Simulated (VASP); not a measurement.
# Hf2Si (I4/mcm) in VASP: single point with r2SCAN

Aim: the single point of Hf2Si with r2SCAN.

All numbers are computed with VASP 6.6.1; they aren't measurements. Logs are shortened: lines on timing, memory, paths and dates and some standing lists are left out, and cuts for length are marked.

**1. The cell of the first run**

It takes space group I4/mcm (No. 140, tetragonal). The conventional cell has a = 6.551 Å, b = 6.551 Å, c = 5.166 Å, α = 90.00°, β = 90.00°, γ = 90.00°. Hf (site symmetry m2m) has 4 Si at 2.79 Å and 11 Hf at 2.90 to 3.50 Å within 3.7 Å. Within 3.4 Å of Si (site symmetry 422) lie 2 Si at 2.58 Å and 8 Hf at 2.79 Å.

**2. Single point, r2SCAN**

Contents of POSCAR:

```
Hf2Si
1.0
   -3.2753522240      3.2753522240      2.5828233930
    3.2753522240     -3.2753522240      2.5828233930
    3.2753522240      3.2753522240     -2.5828233930
Hf Si
4 2
Direct
    0.8435136200      0.6564863800      0.5000000000
    0.3435136200      0.8435136200      0.1870272400
    0.1564863800      0.3435136200      0.5000000000
    0.6564863800      0.1564863800      0.8129727600
    0.7500000000      0.7500000000      0.0000000000
    0.2500000000      0.2500000000      0.0000000000
```

Contents of INCAR.step1:

```
SYSTEM = Hf2Si
  PREC = Accurate
  ENCUT = 520
  ISMEAR = -1
  SIGMA = 0.2
  LREAL = .FALSE.
  LASPH = .TRUE.
  NELM = 80
  NBANDS = 33
  GGA = PE
  ALGO = Normal
  EDIFF = 1E-4
  LWAVE = .TRUE.
  LCHARG = .FALSE.
```

Contents of INCAR.step2:

```
SYSTEM = Hf2Si
  PREC = Accurate
  ENCUT = 520
  EDIFF = 1E-6
  ISMEAR = -1
  SIGMA = 0.2
  LREAL = .FALSE.
  LASPH = .TRUE.
  NELM = 80
  ALGO = Normal
  ISIF = 2
  LWAVE = .FALSE.
  LCHARG = .FALSE.
  METAGGA = R2SCAN
  LMIXTAU = .TRUE.
  NBANDS = 33
  ISTART = 1
```

Contents of KPOINTS:

```
regular mesh
0
G
  10 10 10
  0 0 0
```

Potentials or basis: VASP PAW PBE potentials, release 64 (Hf_pv, Si).

The run is started by

```bash
$ cat potpaw_PBE.64/Hf_pv/POTCAR potpaw_PBE.64/Si/POTCAR > POTCAR
$ cp INCAR.step1 INCAR
$ mpirun -np 1 vasp_std > vasp.out
$ cp INCAR.step2 INCAR
$ mpirun -np 1 vasp_std > vasp.out
```

OUTCAR:

```text
SYSTEM = Hf2Si
   PREC = Accurate
   ENCUT = 520
   EDIFF = 1E-6
   ISMEAR = -1
   LREAL = .FALSE.
   LASPH = .TRUE.
   NELM = 80
   ISIF = 2
   METAGGA = R2SCAN
   ISTART = 1

 ion  position               nearest neighbor table
   1  0.844  0.656  0.500-   6 2.79   5 2.79   5 2.79   6 2.79   3 2.90   3 3.11   3 3.11   4 3.30
                             2 3.30   4 3.30   2 3.30   4 3.50   2 3.50   2 3.50   4 3.50
   2  0.344  0.844  0.187-   5 2.79   6 2.79   6 2.79   5 2.79   4 2.90   4 3.11   4 3.11   1 3.30
                             3 3.30   3 3.30   1 3.30   1 3.50   3 3.50   1 3.50   3 3.50
   3  0.156  0.344  0.500-   5 2.79   6 2.79   6 2.79   5 2.79   1 2.90   1 3.11   1 3.11   4 3.30
                             2 3.30   4 3.30   2 3.30   4 3.50   2 3.50   4 3.50   2 3.50
   4  0.656  0.156  0.813-   5 2.79   6 2.79   6 2.79   5 2.79   2 2.90   2 3.11   2 3.11   1 3.30
                             3 3.30   3 3.30   1 3.30   1 3.50   3 3.50   1 3.50   3 3.50
   5  0.750  0.750  0.000-   6 2.58   6 2.58   2 2.79   4 2.79   4 2.79   2 2.79   1 2.79   1 2.79
                             3 2.79   3 2.79
   6  0.250  0.250  0.000-   5 2.58   5 2.58   2 2.79   4 2.79   4 2.79   2 2.79   3 2.79   1 2.79
                             1 2.79   3 2.79

  LATTYP: Found a body centered tetragonal cell.
 ALAT       =     6.5507044480
 C/A-ratio  =     0.7885635548

  Lattice vectors:

 A1 = (  -3.2753522240,   3.2753522240,   2.5828233930)
 A2 = (   3.2753522240,  -3.2753522240,   2.5828233930)
 A3 = (   3.2753522240,   3.2753522240,  -2.5828233930)

Analysis of symmetry for initial positions (statically):
=====================================================================
 Subroutine PRICEL returns:
 Original cell was already a primitive cell.

 Routine SETGRP: Setting up the symmetry group for a
 body centered tetragonal supercell.

 Subroutine GETGRP returns: Found 16 space group operations
 (whereof  8 operations were pure point group operations)
 out of a pool of 16 trial point group operations.

The static configuration has the point symmetry C_4h.
 The point group associated with its full space group is D_4h.

Analysis of symmetry for dynamics (positions and initial velocities):
=====================================================================
 Subroutine PRICEL returns:
 Original cell was already a primitive cell.

 Routine SETGRP: Setting up the symmetry group for a
 body centered tetragonal supercell.

 Subroutine GETGRP returns: Found 16 space group operations
 (whereof  8 operations were pure point group operations)
 out of a pool of 16 trial point group operations.

The dynamic configuration has the point symmetry C_4h.
 The point group associated with its full space group is D_4h.

 Subroutine INISYM returns: Found 16 space group operations
 (whereof  8 operations are pure point group operations),
 and found     1 'primitive' translations

----------------------------------------------------------------------------------------

                                     Primitive cell

  volume of cell :     110.8334

  direct lattice vectors                    reciprocal lattice vectors
    -3.275352224  3.275352224  2.582823393     0.000000000  0.152655338  0.193586600
     3.275352224 -3.275352224  2.582823393     0.152655338  0.000000000  0.193586600
     3.275352224  3.275352224 -2.582823393     0.152655338  0.152655338  0.000000000

  length of vectors
     5.303474433  5.303474433  5.303474433     0.246534833  0.246534833  0.215887249

  position of ions in fractional coordinates (direct lattice)
     0.843513620  0.656486380  0.500000000
     0.343513620  0.843513620  0.187027240
     0.156486380  0.343513620  0.500000000
     0.656486380  0.156486380  0.812972760
     0.750000000  0.750000000  0.000000000
     0.250000000  0.250000000  0.000000000

  ion indices of the primitive-cell ions
   primitive index   ion index
                 1           1
                 2           2
                 3           3
                 4           4
                 5           5
                 6           6

----------------------------------------------------------------------------------------

 KPOINTS: regular mesh

Automatic generation of k-mesh.
 Grid dimensions read from file:
 generate k-points for:   10   10   10

 Generating k-lattice:

  Cartesian coordinates                     Fractional coordinates (reciprocal lattice)
     0.000000000  0.015265534  0.019358660     0.100000000 -0.000000000  0.000000000
     0.015265534  0.000000000  0.019358660    -0.000000000  0.100000000  0.000000000
     0.015265534  0.015265534  0.000000000     0.000000000  0.000000000  0.100000000

  Length of vectors
     0.024653483  0.024653483  0.021588725

  Shift w.r.t. Gamma in fractional coordinates (k-lattice)
     0.000000000  0.000000000  0.000000000

 Subroutine IBZKPT returns following result:
 ===========================================

 Found    102 irreducible k-points:

 Following reciprocal coordinates:
            Coordinates               Weight
  0.000000  0.000000  0.000000      1.000000
  0.100000  0.000000 -0.000000      8.000000
  0.200000  0.000000 -0.000000      8.000000
  0.300000  0.000000 -0.000000      8.000000
  0.400000  0.000000 -0.000000      8.000000
  0.500000  0.000000 -0.000000      4.000000
[... 16 lines left out ...]
  0.300000  0.300000 -0.000000      8.000000
  0.400000  0.300000 -0.000000     16.000000
 [... further k-points ...]
   k-points           NKPTS =    102   k-points in BZ     NKDIM =    102   number of bands    NBANDS=     33
   number of dos      NEDOS =    301   number of ions     NIONS =      6
   total plane-waves  NPLWV =  64000
   dimension x,y,z NGX =    40 NGY =   40 NGZ =   40
   dimension x,y,z NGXF=    80 NGYF=   80 NGZF=   80
   ions per type =               4   2
   NGX,Y,Z   is equivalent  to a cutoff of  12.54, 12.54, 12.54 a.u.
   NGXF,Y,Z  is equivalent  to a cutoff of  25.08, 25.08, 25.08 a.u.
 SYSTEM =  Hf2Si
   PREC   = accura    normal or accurate (medium, high low for compatibility)
   ISTART =      1    job   : 0-new  1-cont  2-samecut
   ICHARG =      0    charge: 1-file 2-atom 10-const
   ISPIN  =      1    spin polarized calculation?
   LNONCOLLINEAR =      F non collinear calculations
   LSORBIT =      F    spin-orbit coupling
   LASPH  =      T    aspherical Exc in radial PAW
   ENCUT  =  520.0 eV  38.22 Ry    6.18 a.u.   9.86  9.86  9.86*2*pi/ulx,y,z
   NELM   =     80;   NELMIN=  2; NELMDL=  0     # of ELM steps
   EDIFF  = 0.1E-05   stopping-criterion for ELM
   LREAL  =      F    real-space projection
   EDIFFG = 0.1E-04   stopping-criterion for IOM
   NSW    =      0    number of steps for IOM
   IBRION =     -1    ionic relax: 0-MD 1-quasi-New 2-CG
   NFREE  =      0    steps in history (QN), initial steepest desc. (CG)
   ISIF   =      2    stress and relaxation
   ISYM   =      2    0-nonsym 1-usesym 2-fastsym
   POTIM  = 0.5000    time-step for ionic-motion
   TEBEG  =    0.0;   TEEND  =   0.0 temperature during run
   PSTRESS=    0.0 pullay stress
   NELECT =      48.0000    total number of electrons
   NUPDOWN=      -1.0000    fix difference up-down
   EMIN   =  10.00;   EMAX   =-10.00  energy-range for DOS
   EFERMI =   0.00;   METHOD = LEGACY
   ISMEAR =    -1;   SIGMA  =   0.20  broadening in eV -4-tet -1-fermi 0-gaus
   EFERMI_NEDOS =   21; number of points for ismear=-14 and -15
   IALGO  =     38    algorithm
   IMIX   =      4    mixing-type and parameters
     AMIX     =   0.40;   BMIX     =  1.00
     AMIX_MAG =   1.60;   BMIX_MAG =  1.00
  volume/ion in A,a.u.               =      18.47       124.66
  Fermi-wavevector in a.u.,A,eV,Ry     =   1.238602  2.340618 20.873162  1.534134
  Thomas-Fermi vector in A             =   2.373120
   LORBIT       =      0    0 simple, 1 ext, 2 COOP (PROOUT), +10 PAW based schemes
   METAGGA = R2SCAN    functional components
   LHFCALC =     F    Hartree Fock is set to
   AEXX    =    0.0000 exact exchange contribution
   IVDW    =     0    specifies the selected vdW correction
   LEPSILON=     F    determine dielectric tensor
   LRPA    =     F    only Hartree local field effects (RPA)
 non-spin polarized calculation
  energy-cutoff  :      520.00
  volume of cell :      110.83
 maximum number of plane-waves:      3018
   NGX = 19   NGY = 19   NGZ = 19

 number of electron      48.0000004 magnetization

 Free energy of the ion-electron system (eV)
  ---------------------------------------------------
  ext. energy  EPLUGINS =         0.00000000
  ---------------------------------------------------
  free energy    TOTEN  =      -203.05807863 eV

  energy without entropy =     -202.70260342  energy(sigma->0) =     -202.88034103

 E-fermi :   6.1041     XC(G=0): -12.4109

 val. band max:        6.0899222768   @ k =   0.5000   0.5000   0.4000
 cond. band min:       6.1217794727   @ k =  -0.1000  -0.3000   0.1000
 fundamental gap:      0.0318571959
 Fermi energy:         6.1040713210

 k-point     1 :       0.0000    0.0000    0.0000
  band No.  band energies     occupation
      1     -25.4371      2.00000
      2     -25.4291      2.00000
      3     -25.3013      2.00000
      4     -25.3013      2.00000
      5     -25.2693      2.00000
      6     -25.2693      2.00000
[... 25 lines left out ...]
     32       9.7527      0.00000
     33      10.7703      0.00000

 k-point     2 :       0.1000    0.0000   -0.0000
  band No.  band energies     occupation
      1     -25.4519      2.00000
      2     -25.4292      2.00000
      3     -25.3297      2.00000
      4     -25.3222      2.00000
      5     -25.2413      2.00000
      6     -25.2331      2.00000
[... 25 lines left out ...]
     32      10.1506      0.00000
     33      10.9278      0.00000
[... 754 lines left out ...]
     32      10.2832      0.00000
     33      10.6584      0.00000

 k-point    24 :       0.4000    0.3000   -0.0000
  band No.  band energies     occupation
      1     -25.5204      2.00000
      2     -25.3840      2.00000
      3     -25.3541      2.00000
      4     -25.3152      2.00000
      5     -25.2325      2.00000
      6     -25.1946      2.00000
[... 25 lines left out ...]
     32      10.5964      0.00000
     33      10.6880      0.00000

 [... further k-points ...]
[... 5 lines left out ...]
  --------------------------------------------------------------------------------------
  -------------------------------------------------------------------------------------
  Total       -0.0424461     -0.0424461      0.3496256      0.0000000      0.0000000      0.0000000
  in kB       -0.6135891     -0.6135891      5.0540920      0.0000000      0.0000000      0.0000000
  external PRESSURE =       1.2756379 kB  Pullay stress =       0.0000000 kB

 VOLUME and BASIS-vectors are now :
 -----------------------------------------------------------------------------
  energy-cutoff  :      520.00
  volume of cell :      110.83
      direct lattice vectors                 reciprocal lattice vectors
    -3.275352224  3.275352224  2.582823393     0.000000000  0.152655338  0.193586600
     3.275352224 -3.275352224  2.582823393     0.152655338  0.000000000  0.193586600
     3.275352224  3.275352224 -2.582823393     0.152655338  0.152655338  0.000000000

 POSITION                                       TOTAL-FORCE (eV/Angst)
 -----------------------------------------------------------------------------------
      1.02510      2.25026      2.58282         0.080492     -0.080492      0.000000
      2.25026     -1.02510      2.58282        -0.080492     -0.080492      0.000000
      2.25026      1.02510      0.00000        -0.080492      0.080492      0.000000
      1.02510      4.30045     -0.00000         0.080492      0.080492     -0.000000
      0.00000      0.00000      3.87424        -0.000000      0.000000      0.000000
      0.00000      0.00000      1.29141         0.000000      0.000000      0.000000
 -----------------------------------------------------------------------------------
    total drift:                               -0.000000      0.000000     -0.000000

  FREE ENERGIE OF THE ION-ELECTRON SYSTEM (eV)
  ---------------------------------------------------
  free  energy   TOTEN  =      -203.0580786350 eV

  energy  without entropy=     -202.7026034160  energy(sigma->0) =     -202.88034103
```

It took 10 min on 1 thread of Intel Xeon 6975P-C (Granite Rapids), shared host; peak memory 0.46 GiB.

Results:

* Free energy: -203.0581 eV
* Pressure: 0.1 GPa
* Largest force: 0.114 eV/Å
* Band gap on the k mesh: zero (bands 24 and 25 overlap by 0.86 eV)

Forces in eV/Å, atoms in the order of the input:
```
Hf   0.080 -0.080  0.000
Hf  -0.080 -0.080  0.000
Hf  -0.080  0.080  0.000
Hf   0.080  0.080  0.000
Si   0.000  0.000  0.000
Si   0.000  0.000  0.000
```

Stress tensor (GPa, compression positive):
```
-0.06  0.00  0.00
 0.00 -0.06  0.00
 0.00  0.00  0.51
```

Levels at points of the mesh, in eV from the Fermi level:
| k point | band 20 | band 21 | band 22 | band 23 | band 24 | band 25 | band 26 | band 27 | band 28 | band 29 |
| --- | --- | --- | --- | --- | --- | --- | --- | --- | --- | --- |
| (0.00, 0.00, 0.00) | -1.61 | -1.48 | -1.48 | -1.24 | -1.06 | 2.16 | 2.19 | 2.25 | 2.71 | 2.71 |
| (0.50, 0.00, 0.00) | -1.21 | -0.90 | -0.90 | -0.61 | -0.61 | 0.13 | 0.13 | 2.09 | 2.09 | 3.41 |
| (0.50, 0.50, 0.00) | -2.27 | -1.64 | -1.25 | -0.91 | -0.60 | 1.35 | 1.43 | 1.79 | 2.21 | 3.15 |
| (0.50, 0.50, 0.50) | -2.19 | -0.96 | -0.60 | 0.03 | 0.30 | 0.36 | 0.36 | 1.39 | 1.55 | 1.79 |

Caveat: the PAW data sets were made with another functional, which shifts forces and pressure a little; spin-orbit coupling is left out, which moves the levels of the heavy elements.

The gap in the log of VASP goes by the Fermi energy; the results here count the filled bands.